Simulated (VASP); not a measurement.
HfB2: single point with PBEsol

System: HfB2, a slab with vacuum.

```
B Hf
1.0
     3.12742    0.00000    0.00000
     0.00000    3.44714    0.00000
     0.00000    0.00000   24.22247
B Hf
6 3
Direct
  0.00000 0.50000 0.35091
  0.00000 0.50000 0.42546
  0.50000 0.50000 0.46273
  0.50000 0.50000 0.53787
  0.00000 0.50000 0.57459
  0.00000 0.50000 0.64509
  0.50000 0.00000 0.38819
  0.00000 0.00000 0.50069
  0.50000 0.00000 0.61722
```

| Item | Value |
| --- | --- |
| Program | VASP 6.6.1 |
| Task | single point |
| Functional | PBEsol |
| Potentials or basis | VASP PAW PBE potentials, release 64 (B, Hf_pv) |
| Cutoff | 520 eV |
| k mesh | 9 × 8 × 1 |
| Occupations | gaussian, width 0.1 eV |
| Spin | no spin polarisation |
| Dipole correction | yes |
| Further INCAR settings | ALGO = Normal; EDIFF = 1e-06; NBANDS = 34 |

The largest force is 1.710 eV/Å and the band gap on the k mesh is zero (bands 24 and 25 overlap by 1.04 eV).

Forces in eV/Å, atoms in the order of the input:
```
B    0.000  0.000  1.507
B    0.000  0.000 -0.067
B    0.000  0.000  0.278
B    0.000  0.000  0.016
B    0.000  0.000  0.001
B    0.000  0.000  0.011
Hf   0.000  0.000 -1.710
Hf   0.000  0.000 -0.010
Hf   0.000  0.000 -0.026
```

Levels at points of the mesh, in eV from the Fermi level:
```csv
k point,band 21,band 22,band 23,band 24,band 25,band 26,band 27,band 28
"(0.00, 0.00, 0.00)",-2.18,-1.79,-1.39,0.56,0.68,1.82,2.01,3.11
"(0.00, 0.50, 0.00)",-1.90,-0.74,-0.43,-0.35,1.03,1.60,1.76,2.01
```

Wall time 8.6 min on 1 thread of AMD EPYC 9R45 96-Core Processor (Zen 5), with other jobs on the host, peak memory 0.42 GiB.

Caveat: the PAW data sets were made with another functional, which shifts forces and pressure a little; spin-orbit coupling is left out, which moves the levels of the heavy elements.
